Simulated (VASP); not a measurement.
**TiO2: single point with revPBE+D4**

TiO2:

```xyz
12
Lattice="6.0896 -1.8628 -0.0067 6.0896 1.8628 -0.0067 -1.9152 0.0000 6.3124" Properties=species:S:1:pos:R:3 pbc="T T T"
Ti   10.4010    0.0000    1.8194
Ti    1.8209    0.0000    1.7665
Ti   -0.1370    0.0000    4.4796
Ti    8.4430    0.0000    4.5324
O     3.8437    0.0000    1.8601
O     1.9757    0.0000    4.1337
O     8.6502    0.0000    6.2854
O     8.2883    0.0000    2.1652
O    10.2604    0.0000    3.9631
O     1.6137    0.0000    0.0135
O     6.4202    0.0000    4.4389
O     0.0036    0.0000    2.3358
```

```json
{
 "Program": "VASP 6.6.1",
 "Task": "single point",
 "Functional": "revPBE",
 "Dispersion": "D4",
 "Potentials or basis": "VASP PAW PBE potentials, release 64 (Ti_sv, O)",
 "Cutoff": "520 eV",
 "k mesh": "8 × 8 × 4",
 "Occupations": "fermi-dirac, width 0.05 eV",
 "Spin": "no spin polarisation"
}
```

```yaml
Pressure: 0.5 GPa
Largest_force: 0.059 eV/Å
Band_gap_on_the_k_mesh: 2.81 eV (least direct gap 3.02 eV)
Dispersion_energy_per_atom: -0.367 eV
```

Forces in eV/Å, atoms in the order of the input:
```
Ti  -0.013  0.000  0.016
Ti  -0.003  0.000  0.059
Ti   0.013  0.000 -0.016
Ti   0.003  0.000 -0.059
O    0.010  0.000  0.001
O    0.003  0.000 -0.016
O    0.013  0.000  0.034
O   -0.003  0.000  0.016
O   -0.019  0.000 -0.008
O   -0.013  0.000 -0.034
O   -0.010  0.000 -0.001
O    0.019  0.000  0.008
```

Levels at points of the mesh, in eV from the valence-band top:
```
           k point  band 45  band 46  band 47  band 48  band 49  band 50  band 51  band 52
(0.00, 0.00, 0.00)    -0.76    -0.74    -0.34    -0.21     2.81     3.22     3.40     3.43
(0.50, 0.00, 0.00)    -0.87    -0.47    -0.23    -0.14     3.23     3.29     3.74     3.79
(0.50, 0.50, 0.00)    -0.88    -0.61    -0.40    -0.14     3.00     3.02     3.56     3.61
(0.00, 0.00, 0.50)    -0.71    -0.65    -0.60    -0.41     2.94     3.24     3.40     3.48
(0.50, 0.00, 0.50)    -0.68    -0.53    -0.09     0.00     3.29     3.30     3.59     3.81
(0.50, 0.50, 0.50)    -0.82    -0.40    -0.23    -0.20     3.12     3.22     3.38     3.53
```

Run time: 15 min on 1 thread of Oxide Virtual Turin-like Processor (shared host), peak memory 0.6 GiB.

Caveat: the PAW data sets were made with another functional, which shifts forces and pressure a little. A k mesh can miss the band edges.
